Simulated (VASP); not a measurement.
# Ti9S in VASP: a series of runs, part 2 of 2

VASP 6.6.1. The steps go on from the part before.

## 3. Single point, PBE

Input file INCAR:

```
PREC = Accurate
ENCUT = 520
EDIFF = 1E-6
ISMEAR = 0
SIGMA = 0.1
LREAL = False
LASPH = True
NELM = 100
ALGO = Normal
ISIF = 2
LWAVE = False
LCHARG = False
LDIPOL = True
IDIPOL = 3
DIPOL = 0.5 0.5 0.331
GGA = PE
NBANDS = 68
```

Input file KPOINTS:

```
Automatic mesh
0
Gamma
  9 4 1
```

Input file POSCAR:

```
Ti9S
1.0
    2.8319727881      0.0000000000      0.0000000000
    0.0000000000      7.9316622551      0.0000000000
    0.0000000000      0.0000000000     19.9268841162
Ti S
9 1
Direct
    0.0000000000      0.5000000000      0.2007338416
    0.5000000000      0.1666666667      0.2007338416
    0.5000000000      0.8333333333      0.2007338416
    0.0000000000      0.0000000000      0.3122110455
    0.5000000000      0.6684928875      0.3108725352
    0.5000000000      0.3315071125      0.3108725352
    0.0000000000      0.5000000000      0.4177589340
    0.5000000000      0.1666364294      0.4228902054
    0.5000000000      0.8333635706      0.4228902054
    0.5000000000      0.3333030960      0.5127170547
```

Potentials or basis: VASP PAW PBE potentials, release 64 (Ti_sv, S).

The run is started by

```sh
$ cat potpaw_PBE.64/Ti_sv/POTCAR potpaw_PBE.64/S/POTCAR > POTCAR
$ mpirun -np 1 vasp_std > vasp.out
```

OUTCAR:

```text
PREC = Accurate
   ENCUT = 520
   EDIFF = 1E-6
   ISMEAR = 0
   LREAL = False
   LASPH = True
   NELM = 100
   ISIF = 2
   GGA = PE

 ion  position               nearest neighbor table
   1  0.000  0.500  0.201-
   2  0.500  0.167  0.201-   6 2.55   3 2.64
   3  0.500  0.833  0.201-   5 2.55   2 2.64
   4  0.000  0.000  0.312-
   5  0.500  0.668  0.311-   3 2.55   9 2.59   6 2.67   7 2.89   7 2.89
   6  0.500  0.332  0.311-   2 2.55   8 2.59   5 2.67   7 2.89   7 2.89
   7  0.000  0.500  0.418-  10 2.71  10 2.71   5 2.89   5 2.89   6 2.89   6 2.89
   8  0.500  0.167  0.423-  10 2.23   6 2.59   9 2.64
   9  0.500  0.833  0.423-   5 2.59   8 2.64
  10  0.500  0.333  0.513-   8 2.23   7 2.71   7 2.71

  LATTYP: Found a simple orthorhombic cell.
 ALAT       =     2.8319727881
 B/A-ratio  =     2.8007551091
 C/A-ratio  =     7.0363967479

  Lattice vectors:

 A1 = (   2.8319727881,   0.0000000000,   0.0000000000)
 A2 = (   0.0000000000,   7.9316622551,   0.0000000000)
 A3 = (   0.0000000000,   0.0000000000,  19.9268841162)

Analysis of symmetry for initial positions (statically):
=====================================================================
 Subroutine PRICEL returns:
 Original cell was already a primitive cell.

 Routine SETGRP: Setting up the symmetry group for a
 simple orthorhombic supercell.

 Subroutine GETGRP returns: Found  2 space group operations
 (whereof  2 operations were pure point group operations)
 out of a pool of  8 trial point group operations.

The static configuration has the point symmetry C_1h.

Analysis of symmetry for dynamics (positions and initial velocities):
=====================================================================
 Subroutine PRICEL returns:
 Original cell was already a primitive cell.

 Routine SETGRP: Setting up the symmetry group for a
 simple orthorhombic supercell.

 Subroutine GETGRP returns: Found  2 space group operations
 (whereof  2 operations were pure point group operations)
[... 144 lines left out ...]
 NGX is ok and might be reduce to    24
   NGX = 11   NGY = 29   NGZ = 75

 dipolmoment           0.000000      0.000000     -0.047819 electrons x Angstroem

 number of electron     113.9999965 magnetization

 dipolmoment           0.000000      0.000000      0.056321 electrons x Angstroem

 Free energy of the ion-electron system (eV)
  ---------------------------------------------------
  ext. energy  EPLUGINS =         0.00000000
  ---------------------------------------------------
  free energy    TOTEN  =       -71.10340597 eV

  energy without entropy =      -71.01844457  energy(sigma->0) =      -71.06092527

 E-fermi :   0.4481     XC(G=0):  -5.2799

 val. band max:        0.4387518615   @ k =   0.2222   0.5000   0.0000
 cond. band min:       0.4558216345   @ k =   0.4444   0.0000   0.0000
 fundamental gap:      0.0170697731
 Fermi energy:         0.4480508509

 k-point     1 :       0.0000    0.0000    0.0000
  band No.  band energies     occupation
      1     -56.5900      2.00000
      2     -56.5693      2.00000
      3     -56.2943      2.00000
      4     -56.2605      2.00000
      5     -56.2008      2.00000
      6     -56.1781      2.00000
[... 1054 lines left out ...]
     67       1.7062      0.00000
     68       1.8099      0.00000

------------------------ aborting loop because EDIFF is reached ----------------------------------------

 vacuum level on the upper side and lower side of the slab       (xc-potential included)         0.082        -0.362

  FORCE on cell =-STRESS in cart. coord.  units (eV):
  Direction    XX          YY          ZZ          XY          YZ          ZX
  --------------------------------------------------------------------------------------
  -------------------------------------------------------------------------------------
  Total       -2.4942479      0.6699870      0.8093459      0.0000000      3.0338680      0.0000000
  in kB       -8.9280685      2.3981937      2.8970239      0.0000000     10.8596189      0.0000000
  external PRESSURE =      -1.2109503 kB  Pullay stress =       0.0000000 kB

 VOLUME and BASIS-vectors are now :
 -----------------------------------------------------------------------------
  energy-cutoff  :      520.00
  volume of cell :      447.60
      direct lattice vectors                 reciprocal lattice vectors
     2.831972788  0.000000000  0.000000000     0.353110738  0.000000000  0.000000000
     0.000000000  7.931662255  0.000000000     0.000000000  0.126076977  0.000000000
     0.000000000  0.000000000 19.926884116     0.000000000  0.000000000  0.050183460

 POSITION                                       TOTAL-FORCE (eV/Angst)
 -----------------------------------------------------------------------------------
      0.00000      3.96583      4.00000         0.000000      0.057224      0.242564
      1.41599      1.32194      4.00000         0.000000     -0.058384     -0.021734
      1.41599      6.60972      4.00000         0.000000     -0.056027     -0.172285
      0.00000      0.00000      6.22139         0.000000     -0.144819     -0.277806
      1.41599      5.30226      6.19472         0.000000     -0.054765     -0.058719
      1.41599      2.62940      6.19472         0.000000      0.088728     -0.203306
      0.00000      3.96583      8.32463         0.000000     -0.129691      1.272295
      1.41599      1.32170      8.42688         0.000000     -0.683527     -0.752891
      1.41599      6.60996      8.42688         0.000000     -0.428547     -0.038475
      1.41599      2.64365     10.21685         0.000000      1.409808      0.010356
 -----------------------------------------------------------------------------------
    total drift:                                0.000000     -0.000005      0.001556

  FREE ENERGIE OF THE ION-ELECTRON SYSTEM (eV)
  ---------------------------------------------------
  free  energy   TOTEN  =       -71.1034059673 eV

  energy  without entropy=      -71.0184445657  energy(sigma->0) =      -71.06092527

 vacuum level on the upper side and lower side of the slab         5.173         4.692
```

OSZICAR:

```text
N       E                     dE             d eps       ncg     rms          rms(c)
DAV:   1     0.145694518361E+04    0.14569E+04   -0.61396E+04  2392   0.169E+03
DAV:   2     0.134115763259E+03   -0.13228E+04   -0.12992E+04  2088   0.540E+02
DAV:   3    -0.426526298186E+02   -0.17677E+03   -0.17096E+03  3408   0.172E+02
[... 26 lines left out ...]
DAV:  30    -0.711033689217E+02   -0.34340E-04   -0.14830E-06  1432   0.621E-03    0.308E-03
DAV:  31    -0.711033961479E+02   -0.27226E-04   -0.14202E-06  1488   0.409E-03    0.160E-03
DAV:  32    -0.711034013480E+02   -0.52001E-05   -0.24931E-07  1260   0.258E-03    0.130E-03
DAV:  33    -0.711034052736E+02   -0.39256E-05   -0.34966E-07  1284   0.249E-03    0.482E-04
DAV:  34    -0.711034059673E+02   -0.69378E-06   -0.11285E-07  1188   0.149E-03
   1 F= -.71103406E+02 E0= -.71060925E+02  d E =-.849614E-01
```

Run time: 43 min. Hardware: 1 thread of Intel Xeon 8259CL, shared host; peak memory 0.67 GiB.

What came out:

```
Free energy            : -71.1034 eV
Largest force          : 1.410 eV/Å
Band gap on the k mesh : zero (bands 57 and 58 overlap by 0.26 eV)
```

Forces on the atoms (eV/Å):
```
Ti   0.000  0.057  0.243
Ti   0.000 -0.058 -0.022
Ti   0.000 -0.056 -0.172
Ti   0.000 -0.145 -0.278
Ti   0.000 -0.055 -0.059
Ti   0.000  0.089 -0.203
Ti   0.000 -0.130  1.272
Ti   0.000 -0.684 -0.753
Ti   0.000 -0.429 -0.038
S    0.000  1.410  0.010
```

Levels at points of the mesh, in eV from the Fermi level:
| k point | band 54 | band 55 | band 56 | band 57 | band 58 | band 59 | band 60 | band 61 |
| --- | --- | --- | --- | --- | --- | --- | --- | --- |
| (0.00, 0.00, 0.00) | -0.29 | -0.19 | -0.13 | -0.09 | -0.05 | 0.10 | 0.19 | 0.35 |
| (0.00, 0.50, 0.00) | -0.35 | -0.17 | -0.08 | 0.15 | 0.26 | 0.29 | 0.31 | 0.38 |

## 4. Single point, PBE

Input file INCAR:

```
PREC = Accurate ; ENCUT = 520
EDIFF = 1E-6 ; ISMEAR = 0
SIGMA = 0.1 ; LREAL = False
LASPH = True ; NELM = 80
ALGO = Normal ; ISIF = 2
LWAVE = False ; LCHARG = False
LDIPOL = True ; IDIPOL = 3
DIPOL = 0.5 0.5 0.331 ; GGA = PE
NBANDS = 68
```

Input file KPOINTS:

```
regular mesh
0
Gamma
  9 4 1
```

Changes to POSCAR since step 3:

```diff
@@ -17,2 +17,2 @@
     0.5000000000      0.8333635706      0.4228902054
-    0.5000000000      0.3333030960      0.5127170547
+    1.0000000000      0.1666364294      0.5133941135
```

The run is started by

```sh
$ cat potpaw_PBE.64/Ti_sv/POTCAR potpaw_PBE.64/S/POTCAR > POTCAR
$ mpirun -np 1 vasp_std > vasp.out
```

Run time: 49 min. Hardware: 1 thread of Intel Xeon 8259CL, shared host; peak memory 0.67 GiB.

Results (log left out):

* Free energy: -71.0330 eV
* Largest force: 0.505 eV/Å
* Band gap on the k mesh: zero (bands 57 and 58 overlap by 0.22 eV)

Forces on the atoms (eV/Å):
```
Ti   0.000 -0.014  0.191
Ti   0.000  0.025 -0.015
Ti   0.000 -0.022 -0.110
Ti   0.000 -0.210 -0.460
Ti   0.000 -0.127 -0.176
Ti   0.000  0.209 -0.123
Ti   0.000  0.088  0.061
Ti   0.000  0.059  0.223
Ti   0.000 -0.079  0.394
S    0.000  0.071  0.014
```

Levels at points of the mesh, in eV from the Fermi level:
```tsv
k point	band 54	band 55	band 56	band 57	band 58	band 59	band 60	band 61
(0.00, 0.00, 0.00)	-0.26	-0.22	-0.19	-0.10	-0.09	-0.04	0.13	0.33
(0.00, 0.50, 0.00)	-0.27	-0.24	-0.10	-0.03	0.11	0.19	0.27	0.42
```

## 5. Overview

```csv
task,cell,atoms held fixed (from 0),atoms held along some axes (from 0),gap on the mesh (eV),largest force (eV/Å)
relaxation of the atoms,"atoms relaxed, atomic positions A","[0, 1, 2, 3, 4, 5, 6, 7, 8]",atom 9 along a and b,none,-
single point,"as given, atomic positions B",-,-,none,1.41
single point,"as given, atomic positions C",-,-,none,0.51
```

Alike in all rows: level PBE; potentials or basis VASP PAW PBE potentials, release 64 (Ti_sv, S); no spin polarisation; k mesh 9 × 4 × 1; cutoff (eV) 520; smearing gaussian 0.1 eV.

Absolute energies hang on the potentials; compare differences alone.

The gap in the log of VASP goes by the Fermi energy; the results here count the filled bands.